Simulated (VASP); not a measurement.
Here is a VASP 6.6.1 calculation.

INCAR

```
PREC = Accurate
ENCUT = 400
EDIFF = 1E-6
ISMEAR = -1
SIGMA = 0.05
LREAL = Auto
LASPH = T
NELM = 200
ALGO = Normal
ISIF = 2
LWAVE = F
LCHARG = F
ISPIN = 2
MAGMOM = 0 0 0 0 0 0 0 0 0 0 0 0 0 0 0 0 0 0 0 0 0 0 0 0 0 0 0 0 0 0 0 0.2 0 0 0 0 0 0 0 0.2 0 0.2 0 0 0 0 0 0 0 0 0.2 0 0 0 0 0 0 0 0 0 0.2 0 0 0
LORBIT = 11
GGA = PS
NBANDS = 327
NELECT = 571.0
ISYM = -1
GGA_COMPAT = F
KPAR = 1
```

The input KPOINTS:

```
explicit points
1
Reciprocal
  0.25000000   0.25000000   0.25000000 1
```

The input POSCAR:

```
Zn31S33
1.0
   10.7125360000      0.0000000000      0.0000000000
    0.0000000000     10.7125360000      0.0000000000
    0.0000000000      0.0000000000     10.7125360000
Zn S
31 33
Direct
    0.0003520000      0.0000940000      0.0005130000
    0.9995880000      0.9992820000      0.5002760000
    0.9996640000      0.4997480000      0.9997890000
    0.0005560000      0.5001320000      0.5005240000
    0.5000480000      0.9993070000      0.9997910000
    0.5003890000      0.0002510000      0.5005470000
    0.5004280000      0.5001400000      0.0006100000
    0.2505000000      0.2501920000      0.0005260000
    0.2480550000      0.2477910000      0.5014980000
    0.2499590000      0.7503000000      0.0009310000
    0.2475390000      0.7532970000      0.5003610000
    0.7506160000      0.2496730000      0.0009290000
    0.7536310000      0.2471980000      0.5003960000
    0.7502890000      0.7499870000      0.9997720000
    0.7516400000      0.7514210000      0.5004790000
    0.2504370000      0.0001620000      0.2506260000
    0.2499400000      0.0005930000      0.7507810000
    0.2482180000      0.5011720000      0.2482630000
    0.2474930000      0.4999550000      0.7536760000
    0.7505950000      0.0005970000      0.2500890000
    0.7502660000      0.9994140000      0.7504770000
    0.7535280000      0.4999270000      0.2476070000
    0.7517040000      0.5001440000      0.7517360000
    0.0004310000      0.2501580000      0.2506290000
    0.0008570000      0.2496460000      0.7507620000
    0.0008590000      0.7503160000      0.2500840000
    0.9996790000      0.7499760000      0.7504490000
    0.5014390000      0.2478760000      0.2481790000
    0.5003060000      0.2471900000      0.7537300000
    0.5001760000      0.7532030000      0.2476710000
    0.5004000000      0.7514260000      0.7517330000
    0.4958760000      0.4957590000      0.4956430000
    0.1251170000      0.1248550000      0.1251680000
    0.1222090000      0.1219140000      0.6257620000
    0.1222180000      0.6253980000      0.1223480000
    0.1251280000      0.6253900000      0.6256810000
    0.6256900000      0.1219270000      0.1222820000
    0.6256550000      0.1248430000      0.6256860000
    0.6255990000      0.6253600000      0.1251840000
    0.6377930000      0.6375110000      0.6379010000
    0.3750040000      0.3747430000      0.1254700000
    0.3582770000      0.3578540000      0.6441170000
    0.3742210000      0.8775530000      0.1227090000
    0.3745100000      0.8754630000      0.6257280000
    0.8778480000      0.3739580000      0.1226910000
    0.8757470000      0.3742570000      0.6257060000
    0.8750270000      0.8747690000      0.1247800000
    0.8763630000      0.8761180000      0.6257240000
    0.3750520000      0.1251370000      0.3750800000
    0.3743690000      0.1223070000      0.8778940000
    0.3580320000      0.6438680000      0.3583360000
    0.3746290000      0.6253360000      0.8757800000
    0.8778380000      0.1222590000      0.3744500000
    0.8750710000      0.1243780000      0.8751420000
    0.8757410000      0.6253180000      0.3747060000
    0.8764570000      0.6251690000      0.8765850000
    0.1254410000      0.3747530000      0.3750620000
    0.1226050000      0.3740390000      0.8778870000
    0.1225500000      0.8775470000      0.3744440000
    0.1246360000      0.8748100000      0.8751720000
    0.6441630000      0.3577240000      0.3583510000
    0.6256480000      0.3743420000      0.8757570000
    0.6255630000      0.8754750000      0.3746570000
    0.6254840000      0.8761420000      0.8765590000
```

Potentials or basis: VASP PAW PBE potentials, release 64 (Zn, S).

The run is started by

```sh
$ cat potpaw_PBE.64/Zn/POTCAR potpaw_PBE.64/S/POTCAR > POTCAR
$ mpirun -np 4 vasp_std > vasp.out
```

Task: What does it give for the net moment?

Result: 3.00 μB per cell.

Task: Predict the site moments.

Result: Zn +0.00, +0.01, -0.00 (each value once); S +1.00, +0.00, +0.01, -0.00, +0.18, +0.17 (each value once) μB.

Task: Estimate the largest force.

Result: 0.021 eV/Å.

Forces on the atoms (eV/Å):
```
Zn  -0.001  0.000 -0.001
Zn   0.001  0.003 -0.001
Zn   0.003  0.002  0.002
Zn  -0.002 -0.001 -0.002
Zn   0.000  0.004  0.001
Zn  -0.001  0.000 -0.002
Zn   0.000 -0.001 -0.005
Zn  -0.001 -0.001 -0.004
Zn   0.005  0.003 -0.001
Zn   0.001  0.001  0.000
Zn  -0.009  0.011  0.007
Zn   0.000  0.003 -0.001
Zn   0.008 -0.006  0.005
Zn   0.001  0.002 -0.001
Zn  -0.001 -0.002 -0.001
Zn  -0.002  0.001 -0.002
Zn   0.000  0.001 -0.003
Zn  -0.008 -0.005 -0.006
Zn   0.005  0.000 -0.002
Zn   0.000  0.000 -0.001
Zn  -0.002  0.000 -0.003
Zn   0.006  0.001  0.002
Zn   0.001 -0.003 -0.002
Zn   0.000 -0.001 -0.002
Zn   0.002  0.002 -0.004
Zn  -0.001  0.002  0.000
Zn   0.000  0.001 -0.002
Zn  -0.002 -0.002  0.000
Zn   0.002  0.001 -0.001
Zn   0.003  0.010 -0.005
Zn  -0.001 -0.001 -0.002
S   -0.001 -0.013  0.012
S    0.001  0.000  0.006
S   -0.001  0.000  0.001
S    0.002 -0.006 -0.003
S    0.001 -0.007  0.004
S   -0.004  0.001  0.001
S   -0.004 -0.003  0.004
S   -0.003 -0.006  0.009
S   -0.008 -0.007 -0.010
S    0.003  0.001  0.006
S    0.002  0.014 -0.011
S    0.003 -0.004  0.000
S    0.006  0.000  0.000
S   -0.003  0.002  0.001
S    0.003  0.005  0.002
S   -0.002 -0.004  0.004
S    0.005  0.002 -0.003
S   -0.004  0.003  0.000
S   -0.004 -0.003  0.006
S    0.012 -0.006 -0.006
S   -0.003  0.000  0.002
S    0.002 -0.003 -0.001
S   -0.004  0.002  0.001
S   -0.005 -0.001 -0.001
S    0.003  0.003  0.002
S    0.002 -0.002  0.003
S   -0.001 -0.004  0.004
S   -0.001  0.001 -0.001
S    0.004 -0.007 -0.002
S   -0.010  0.017 -0.008
S    0.000 -0.001  0.006
S    0.000 -0.005  0.003
S    0.001  0.002  0.004
```

Caveat: the cell carries a net charge on a neutralising background, which shifts energy and pressure; the PAW data sets were made with another functional, which shifts forces and pressure a little.
